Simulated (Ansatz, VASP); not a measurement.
# BN in VASP and in Ansatz

Contents of INCAR:

```
SYSTEM = BN
ALGO = Normal ; EDIFF = 1E-6
ENCUT = 520 ; GGA = PS
ISIF = 2 ; ISMEAR = 0
LASPH = .True. ; LCHARG = .False.
LREAL = .False. ; LWAVE = .False.
NBANDS = 16 ; NELM = 100
PREC = Accurate ; SIGMA = 0.05
```

File KPOINTS:

```
k-points
0
Gamma
  12 12 6
  0 0 0
```

File POSCAR:

```
BN
1.0
    2.4517820176      0.0000000000      0.0000000000
   -1.2258910088      2.1233055118      0.0000000000
    0.0000000000      0.0000000000      4.0577808000
B N
2 2
Direct
    0.6666666667      0.3333333333      0.9997240000
    0.3333333333      0.6666666667      0.4997240000
    0.6666666667      0.3333333333      0.6252760000
    0.3333333333      0.6666666667      0.1252760000
```

Input for Ansatz:

```yaml
crystal:
  lattice:
    - [2.4517820176, 0.0, 0.0]
    - [-1.2258910088, 2.1233055118, 0.0]
    - [0.0, 0.0, 4.0577808]
  atoms:
    - { symbol: B, position: [0.6666666667, 0.3333333333, 0.999724] }
    - { symbol: B, position: [0.3333333333, 0.6666666667, 0.499724] }
    - { symbol: "N", position: [0.6666666667, 0.3333333333, 0.625276] }
    - { symbol: "N", position: [0.3333333333, 0.6666666667, 0.125276] }
basis:
  ecutwfc: 420
kpoints:
  mp_grid: { grid: [12, 12, 6] }
hamiltonian:
  xc: pbesol
scf:
  occupations: { method: gaussian, width: 0.05 }
output:
  forces: true
  stress: true
  eigenvalues: true
```

Change from the starting cell: strain -0.040 along x and y, -0.040 along z, atoms carried along.

Alike in both runs: task single point; functional PBEsol; k mesh 12 × 12 × 6; occupations gaussian, width 0.05 eV; no spin polarisation.

```csv
,VASP,Ansatz
version,VASP 6.6.1,Ansatz 0.2.0
potentials or method,"VASP PAW PBE potentials, release 64 (B, N), cutoff 520 eV","scalar-relativistic, plane waves, PAW"
valence electrons in the cell,16,16
```

Ansatz gave:

* gap on the k mesh at the Fermi level (eV): 4.76
* least direct gap on the mesh (eV): 8.73
* pressure (GPa): 50.0
* traceless stress, the component that is largest in VASP (GPa): 0.09
* rms of the force components (eV/Å): 0.054

Problem. Which values does VASP return?

Solution. gap on the k mesh at the Fermi level (eV): 4.73; least direct gap on the mesh (eV): 8.72; pressure (GPa): 51.1; traceless stress, the component that is largest in VASP (GPa): 0.08; rms of the force components (eV/Å): 0.055.

VASP's potentials were made for PBE, not for PBEsol. Atom by atom the forces differ by 0.002 eV/Å (rms over components). Both programs put the cell under a high pressure, so it lies far from rest at this level. The functional is the same, so the differences come from potentials, cutoffs and numerics.
